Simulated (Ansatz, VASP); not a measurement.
# GaPd4S8: VASP beside Ansatz

```
Pd Ga S
1.0
     0.00000    4.80040    4.80040
     4.80040    0.00000    4.80040
     4.80040    4.80040    0.00000
Pd Ga S
4 1 8
Direct
  0.61905 0.61905 0.61905
  0.14286 0.61905 0.61905
  0.61905 0.61905 0.14286
  0.61905 0.14286 0.61905
  0.00000 0.00000 0.00000
  0.37438 0.37438 0.37438
  0.87687 0.37438 0.37438
  0.37438 0.37438 0.87687
  0.37438 0.87687 0.37438
  0.86565 0.86565 0.86565
  0.40305 0.86565 0.86565
  0.86565 0.86565 0.40305
  0.86565 0.40305 0.86565
```

Alike in both runs: functional PBEsol; k mesh 6 × 6 × 6; occupations gaussian, width 0.0112 eV; no spin polarisation.

Ansatz relaxed the structure, and its values are those at the end. VASP's run is a single point on that final structure, the one shown.

|  | VASP | Ansatz |
| --- | --- | --- |
| version | VASP 6.6.1 | Ansatz 0.2.0 |
| potentials or method | VASP PAW PBE potentials, release 64 (Pd, Ga_d, S), cutoff 520 eV | PAW plane waves |
| valence electrons in the cell | 101 | 133 |

VASP gave:

- pressure (GPa): 8.4
- rms of the force components (eV/Å): 0.025

Q: What did Ansatz give for the same quantities?

A: Pressure (GPa): 8.6; rms of the force components (eV/Å): 0.014.

VASP's potentials were made for PBE, not for PBEsol. With one functional, cell and mesh, what is left measures potentials, basis and numerics. VASP's potentials hold 101 valence electrons a cell and Ansatz's 133, so a difference there can come from the potentials and not from the codes. Ansatz's warnings: stress scf threshold loose.
